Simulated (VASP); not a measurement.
# Si2Ni (C2/m) in VASP: single point with PBEsol

Aim: the single point of Si2Ni with PBEsol.

All numbers are computed with VASP 6.6.1; they aren't measurements. Logs are shortened: lines on timing, memory, paths and dates and some standing lists are left out, and cuts for length are marked.

### Step 1. The cell of the first run

It takes space group C2/m (No. 12, monoclinic). The conventional cell has a = 6.603 Å, b = 3.812 Å, c = 6.603 Å, α = 90.00°, β = 109.47°, γ = 90.00°. Within 3.1 Å of Si (site symmetry m) lie 4 Ni at 2.25 to 2.39 Å and 6 Si at 2.55 to 3.05 Å. Si (site symmetry m) has 4 Ni at 2.29 to 2.42 Å and 6 Si at 2.36 to 2.90 Å within 3.0 Å. Ni (site symmetry m) has 8 Si at 2.25 to 2.42 Å within 3.0 Å.

### Step 2. Single point, PBEsol (atoms displaced along a vibrational mode)

INCAR

```
SYSTEM = Si2Ni
  ALGO = Fast
  EDIFF = 1E-7
  ENCUT = 520
  GGA = PS
  ISIF = 2
  ISMEAR = 0
  ISYM = 0
  LASPH = .TRUE.
  LCHARG = .FALSE.
  LREAL = .FALSE.
  LWAVE = .FALSE.
  NBANDS = 27
  NELM = 60
  PREC = Accurate
  SIGMA = 0.15
```

KPOINTS

```
k-points
0
G
  12 12 14
  0 0 0
```

POSCAR

```
Si2Ni
1.0
    0.0000000000     -2.6957048444     -2.6957048444
   -2.6957048444      0.0000000000     -2.6957048444
    2.6957048444      2.6957048444     -5.3914096888
Si Ni
4 2
Direct
    0.0928349632      0.1893274498      0.6250026239
    0.6571650368      0.5606725502      0.1249973761
    0.4071650368      0.3106725502      0.8749973761
    0.8428349632      0.9393274498      0.3750026239
    0.0454329281     -0.0908666605      0.0000008043
    0.4545670719      0.5908666605      0.4999991957
```

Potentials or basis: VASP PAW PBE potentials, release 64 (Si, Ni).

Launch:

```console
> cat potpaw_PBE.64/Si/POTCAR potpaw_PBE.64/Ni/POTCAR > POTCAR
> mpirun -np 1 vasp_std > vasp.out
```

OUTCAR:

```text
SYSTEM = Si2Ni
   EDIFF = 1E-7
   ENCUT = 520
   GGA = PS
   ISIF = 2
   ISMEAR = 0
   ISYM = 0
   LASPH = .TRUE.
   LREAL = .FALSE.
   NELM = 60
   PREC = Accurate

 ion  position               nearest neighbor table
   1  0.093  0.189  0.625-   6 2.25   6 2.38   6 2.38   5 2.39   3 2.55   3 2.55   4 2.70   4 2.70
                             4 2.70   3 3.05
   2  0.657  0.561  0.125-   5 2.29   5 2.29   4 2.36   6 2.39   5 2.42   3 2.70   3 2.70   3 2.70
                             4 2.90   4 2.90
   3  0.407  0.311  0.875-   5 2.25   5 2.38   5 2.38   6 2.39   1 2.55   1 2.55   2 2.70   2 2.70
                             2 2.70   1 3.05
   4  0.843  0.939  0.375-   6 2.29   6 2.29   2 2.36   5 2.39   6 2.42   1 2.70   1 2.70   1 2.70
                             2 2.90   2 2.90
   5  0.045  0.909  0.000-   3 2.25   2 2.29   2 2.29   3 2.38   3 2.38   1 2.39   4 2.39   2 2.42

   6  0.455  0.591  0.500-   1 2.25   4 2.29   4 2.29   1 2.38   1 2.38   3 2.39   2 2.39   4 2.42

IMPORTANT INFORMATION: All symmetrisations will be switched off!
NOSYMM: (Re-)initialisation of all symmetry stuff for point group C_1.

----------------------------------------------------------------------------------------

                                     Primitive cell

  volume of cell :      78.3569

  direct lattice vectors                    reciprocal lattice vectors
     0.000000000 -2.695704844 -2.695704844     0.092740123 -0.278220370 -0.092740123
    -2.695704844  0.000000000 -2.695704844    -0.278220370  0.092740123 -0.092740123
     2.695704844  2.695704844 -5.391409689     0.092740123  0.092740123 -0.092740123

  length of vectors
     3.812302351  3.812302351  6.603101366     0.307584192  0.307584192  0.160630606

  position of ions in fractional coordinates (direct lattice)
     0.092834963  0.189327450  0.625002624
     0.657165037  0.560672550  0.124997376
     0.407165037  0.310672550  0.874997376
     0.842834963  0.939327450  0.375002624
     0.045432928  0.909133340  0.000000804
     0.454567072  0.590866660  0.499999196

  ion indices of the primitive-cell ions
   primitive index   ion index
                 1           1
                 2           2
                 3           3
                 4           4
                 5           5
                 6           6

----------------------------------------------------------------------------------------

 KPOINTS: k-points

Automatic generation of k-mesh.
 Grid dimensions read from file:
 generate k-points for:   12   12   14

 Generating k-lattice:

  Cartesian coordinates                     Fractional coordinates (reciprocal lattice)
     0.007728344 -0.023185031 -0.007728344     0.083333333  0.000000000 -0.000000000
    -0.023185031  0.007728344 -0.007728344     0.000000000  0.083333333 -0.000000000
     0.006624295  0.006624295 -0.006624295     0.000000000  0.000000000  0.071428571

  Length of vectors
     0.025632016  0.025632016  0.011473615

  Shift w.r.t. Gamma in fractional coordinates (k-lattice)
     0.000000000  0.000000000  0.000000000

 -----------------------------------------------------------------------------
|                                                                             |
|           W    W    AA    RRRRR   N    N  II  N    N   GGGG   !!!           |
|           W    W   A  A   R    R  NN   N  II  NN   N  G    G  !!!           |
|           W    W  A    A  R    R  N N  N  II  N N  N  G       !!!           |
|           W WW W  AAAAAA  RRRRR   N  N N  II  N  N N  G  GGG   !            |
|           WW  WW  A    A  R   R   N   NN  II  N   NN  G    G                |
|           W    W  A    A  R    R  N    N  II  N    N   GGGG   !!!           |
|                                                                             |
|     Your reciprocal lattice and k-lattice belong to different lattice       |
|     classes:                                                                |
|                                                                             |
|        The reciprocal lattice is rhombohedral (trigonal),                   |
|        whereas your k-lattice is base-centered monoclinic.                  |
|                                                                             |
|     Results are often still useful ...                                      |
|                                                                             |
 -----------------------------------------------------------------------------

 WARNING: IBZKPT: internal override: KBLOWUP is changed to .FALSE.
      ... skipping the blow-up phase ...

 Subroutine IBZKPT returns following result:
 ===========================================

 Found   1012 irreducible k-points:

 Following reciprocal coordinates:
            Coordinates               Weight
  0.000000  0.000000  0.000000      1.000000
  0.083333  0.000000  0.000000      2.000000
  0.166667  0.000000  0.000000      2.000000
  0.250000  0.000000  0.000000      2.000000
  0.333333  0.000000  0.000000      2.000000
  0.416667  0.000000  0.000000      2.000000
[... 16 lines left out ...]
  0.250000  0.166667  0.000000      2.000000
  0.333333  0.166667 -0.000000      2.000000
 [... further k-points ...]
   k-points           NKPTS =   1012   k-points in BZ     NKDIM =   1012   number of bands    NBANDS=     27
   number of dos      NEDOS =    301   number of ions     NIONS =      6
   total plane-waves  NPLWV =  39200
   dimension x,y,z NGX =    28 NGY =   28 NGZ =   50
   dimension x,y,z NGXF=    56 NGYF=   56 NGZF=  100
   ions per type =               4   2
   NGX,Y,Z   is equivalent  to a cutoff of  12.21, 12.21, 12.59 a.u.
   NGXF,Y,Z  is equivalent  to a cutoff of  24.42, 24.42, 25.18 a.u.
 SYSTEM =  Si2Ni
   PREC   = accura    normal or accurate (medium, high low for compatibility)
   ISTART =      0    job   : 0-new  1-cont  2-samecut
   ICHARG =      2    charge: 1-file 2-atom 10-const
   ISPIN  =      1    spin polarized calculation?
   LNONCOLLINEAR =      F non collinear calculations
   LSORBIT =      F    spin-orbit coupling
   LASPH  =      T    aspherical Exc in radial PAW
   ENCUT  =  520.0 eV  38.22 Ry    6.18 a.u.   7.09  7.09 12.28*2*pi/ulx,y,z
   NELM   =     60;   NELMIN=  2; NELMDL= -5     # of ELM steps
   EDIFF  = 0.1E-06   stopping-criterion for ELM
   LREAL  =      F    real-space projection
   EDIFFG = 0.1E-05   stopping-criterion for IOM
   NSW    =      0    number of steps for IOM
   IBRION =     -1    ionic relax: 0-MD 1-quasi-New 2-CG
   NFREE  =      0    steps in history (QN), initial steepest desc. (CG)
   ISIF   =      2    stress and relaxation
   ISYM   =      0    0-nonsym 1-usesym 2-fastsym
   POTIM  = 0.5000    time-step for ionic-motion
   TEBEG  =    0.0;   TEEND  =   0.0 temperature during run
   PSTRESS=    0.0 pullay stress
   NELECT =      36.0000    total number of electrons
   NUPDOWN=      -1.0000    fix difference up-down
   EMIN   =  10.00;   EMAX   =-10.00  energy-range for DOS
   EFERMI =   0.00;   METHOD = LEGACY
   ISMEAR =     0;   SIGMA  =   0.15  broadening in eV -4-tet -1-fermi 0-gaus
   EFERMI_NEDOS =   21; number of points for ismear=-14 and -15
   IALGO  =     68    algorithm
   IMIX   =      4    mixing-type and parameters
     AMIX     =   0.40;   BMIX     =  1.00
     AMIX_MAG =   1.60;   BMIX_MAG =  1.00
  volume/ion in A,a.u.               =      13.06        88.13
  Fermi-wavevector in a.u.,A,eV,Ry     =   1.263233  2.387163 21.711587  1.595757
  Thomas-Fermi vector in A             =   2.396600
   LORBIT       =      0    0 simple, 1 ext, 2 COOP (PROOUT), +10 PAW based schemes
   GGA     = PS    functional components
   LHFCALC =     F    Hartree Fock is set to
   AEXX    =    0.0000 exact exchange contribution
   IVDW    =     0    specifies the selected vdW correction
   LEPSILON=     F    determine dielectric tensor
   LRPA    =     F    only Hartree local field effects (RPA)
 non-spin polarized calculation
 RMM-DIIS sequential band-by-band and
 Gauss-broadening in eV      SIGMA  =   0.15
  energy-cutoff  :      520.00
  volume of cell :       78.36
 maximum number of plane-waves:      2129
   NGX = 15   NGY = 15   NGZ = 25

 number of electron      35.9999991 magnetization

 Free energy of the ion-electron system (eV)
  ---------------------------------------------------
  ext. energy  EPLUGINS =         0.00000000
  ---------------------------------------------------
  free energy    TOTEN  =       -37.64018304 eV

  energy without entropy =      -37.61806960  energy(sigma->0) =      -37.62912632

 E-fermi :  10.4371     XC(G=0): -11.7442

 val. band max:       10.4363942548   @ k =   0.0000  -0.0833   0.2857
 cond. band min:      10.4372101355   @ k =   0.0000   0.0000   0.0714
 fundamental gap:      0.0008158807
 Fermi energy:        10.4371342920

 k-point     1 :       0.0000    0.0000    0.0000
  band No.  band energies     occupation
      1      -3.4982      2.00000
      2      -0.2188      2.00000
      3       0.3158      2.00000
      4       5.2194      2.00000
      5       5.2757      2.00000
      6       5.4437      2.00000
[... 19 lines left out ...]
     26      14.3334      0.00000
     27      15.3487      0.00000

 k-point     2 :       0.0833    0.0000    0.0000
  band No.  band energies     occupation
      1      -3.4037      2.00000
      2      -0.1851      2.00000
      3       0.4391      2.00000
      4       5.0500      2.00000
      5       5.2726      2.00000
      6       5.4399      2.00000
[... 19 lines left out ...]
     26      14.5054      0.00000
     27      14.9857      0.00000

 k-point     3 :       0.1667    0.0000    0.0000
  band No.  band energies     occupation
      1      -3.1214      2.00000
      2      -0.0554      2.00000
      3       0.7650      2.00000
      4       4.5620      2.00000
      5       4.9248      2.00000
      6       5.3793      2.00000
[... 594 lines left out ...]
      1      -2.7908      2.00000
      2      -0.2796      2.00000
      3       1.4839      2.00000
      4       3.9237      2.00000
      5       4.7823      2.00000
      6       5.2642      2.00000
[... 19 lines left out ...]
     26      15.1556      0.00000
     27      15.8828      0.00000

 k-point    24 :       0.3333    0.1667   -0.0000
  band No.  band energies     occupation
      1      -2.3132      2.00000
      2      -0.0326      2.00000
      3       1.8312      2.00000
      4       3.3888      2.00000
      5       4.3629      2.00000
      6       4.7126      2.00000
[... 19 lines left out ...]
     26      16.0884      0.00000
     27      16.4044      0.00000

 [... further k-points ...]

------------------------ aborting loop because EDIFF is reached ----------------------------------------

  FORCE on cell =-STRESS in cart. coord.  units (eV):
  Direction    XX          YY          ZZ          XY          YZ          ZX
  --------------------------------------------------------------------------------------
  -------------------------------------------------------------------------------------
  Total        0.7392754      0.4051129      0.4032612     -0.5019344     -0.2910481      0.5013297
  in kB       15.1161034      8.2834199      8.2455568    -10.2631472     -5.9511140     10.2507816
  external PRESSURE =      10.5483600 kB  Pullay stress =       0.0000000 kB

 VOLUME and BASIS-vectors are now :
 -----------------------------------------------------------------------------
  energy-cutoff  :      520.00
  volume of cell :       78.36
      direct lattice vectors                 reciprocal lattice vectors
     0.000000000 -2.695704844 -2.695704844     0.092740123 -0.278220370 -0.092740123
    -2.695704844  0.000000000 -2.695704844    -0.278220370  0.092740123 -0.092740123
     2.695704844  2.695704844 -5.391409689     0.092740123  0.092740123 -0.092740123

 POSITION                                       TOTAL-FORCE (eV/Angst)
 -----------------------------------------------------------------------------------
      1.17445      1.43457     -4.13027         0.026540     -0.032390      0.031846
     -1.17445     -1.43457     -3.95684        -0.657964      0.120083     -0.120350
      1.52125      1.26114     -6.65255        -0.026535      0.032383     -0.031839
     -1.52125     -1.26114     -6.82598         0.657967     -0.120081      0.120347
     -2.45075     -0.12247     -2.57323        -0.620071      0.259988     -0.259322
     -0.24495      0.12247     -5.51388         0.620063     -0.259983      0.259317
 -----------------------------------------------------------------------------------
    total drift:                                0.000011     -0.000006      0.000006

  FREE ENERGIE OF THE ION-ELECTRON SYSTEM (eV)
  ---------------------------------------------------
  free  energy   TOTEN  =       -37.6401830442 eV

  energy  without entropy=      -37.6180696049  energy(sigma->0) =      -37.62912632
```

Wall time 1.5 h (1 thread of Oxide Virtual Turin-like, shared host); peak memory 1.5 GiB.

What came out:

```
Free energy            : -37.6402 eV
Pressure               : 1.1 GPa
Largest force          : 0.721 eV/Å
Band gap on the k mesh : zero (bands 18 and 19 overlap by 1.88 eV)
```

Forces on the atoms (eV/Å):
```
Si   0.027 -0.032  0.032
Si  -0.658  0.120 -0.120
Si  -0.027  0.032 -0.032
Si   0.658 -0.120  0.120
Ni  -0.620  0.260 -0.259
Ni   0.620 -0.260  0.259
```

Stress tensor (GPa, compression positive):
```
 1.51 -1.03  1.03
-1.03  0.83 -0.60
 1.03 -0.60  0.82
```

Caveat: the cell differs from its parent crystal (atoms displaced along a vibrational mode); the PAW data sets were made with another functional, which shifts forces and pressure a little. Spin polarisation is off, so any magnetic state and its effect on volume and gap are missing.
